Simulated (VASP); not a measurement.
A run of VASP 6.6.1 is set up as follows.

Contents of INCAR:

```
PREC = Accurate
ENCUT = 600
EDIFF = 1E-6
ISMEAR = 0
SIGMA = 0.05
LREAL = False
LASPH = True
NELM = 100
ALGO = Normal
ISIF = 4
LWAVE = False
LCHARG = False
GGA = PS
IBRION = 2
NSW = 60
EDIFFG = -0.01
```

File KPOINTS:

```
regular mesh
0
Gamma
  20 20 10
```

File POSCAR:

```
Si
1.0
    2.5182234137      0.0000000000      0.0000000000
   -1.2591117068      2.1808454487      0.0000000000
    0.0000000000      0.0000000000      4.2673786026
Si
2
Direct
    0.3333333333      0.6666666667      0.2500000000
    0.6666666667      0.3333333333      0.7500000000
```

Potentials or basis: VASP PAW PBE potentials, release 64 (Si).

The run is started by

```bash
$ cat potpaw_PBE.64/Si/POTCAR > POTCAR
$ mpirun -np 1 vasp_std > vasp.out
```

Question: Predict the band gap on the k mesh.

Answer: Zero (bands 4 and 5 overlap by 14.27 eV).

Final structure:
```
Si
1.0
     2.51907    0.00000    0.00000
    -1.25954    2.18158    0.00000
     0.00000    0.00000    4.26451
Si
2
Direct
  0.33333 0.66667 0.25000
  0.66667 0.33333 0.75000
```
